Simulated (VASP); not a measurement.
A run of VASP 6.6.1 is set up as follows.

File INCAR:

```
SYSTEM = Ta
  PREC = Accurate
  ENCUT = 520
  EDIFF = 1E-6
  ISMEAR = 0
  SIGMA = 0.1
  LREAL = .FALSE.
  LASPH = .TRUE.
  NELM = 60
  ALGO = Normal
  ISIF = 2
  LWAVE = .FALSE.
  LCHARG = .FALSE.
  LDIPOL = .TRUE.
  IDIPOL = 3
  DIPOL = 0.5 0.5 0.495
  GGA = PE
  NBANDS = 42
```

File KPOINTS:

```
Automatic mesh
0
G
  6 6 1
  0 0 0
```

File POSCAR:

```
Ta
1.0
    4.6937283333      0.0000000000      0.0000000000
   -2.3468641667      4.0648879751      0.0000000000
    0.0000000000      0.0000000000     18.7905164200
Ta
6
Direct
    0.6666666667      0.3333333333      0.3725283459
    0.3333333333      0.6666666667      0.4235170075
    0.0000000000      0.0000000000      0.4745056692
    0.6666666667      0.3333333333      0.5215220168
    0.3333333333      0.6666666667      0.5659737233
    0.0000000000      0.0000000000      0.6113824575
```

Potentials or basis: VASP PAW PBE potentials, release 64 (Ta_pv).

Launch:

```sh
$ cat potpaw_PBE.64/Ta_pv/POTCAR > POTCAR
$ mpirun -np 1 vasp_std > vasp.out
```

(1) Estimate the largest force.

Answers

(1) 1.910 eV/Å.
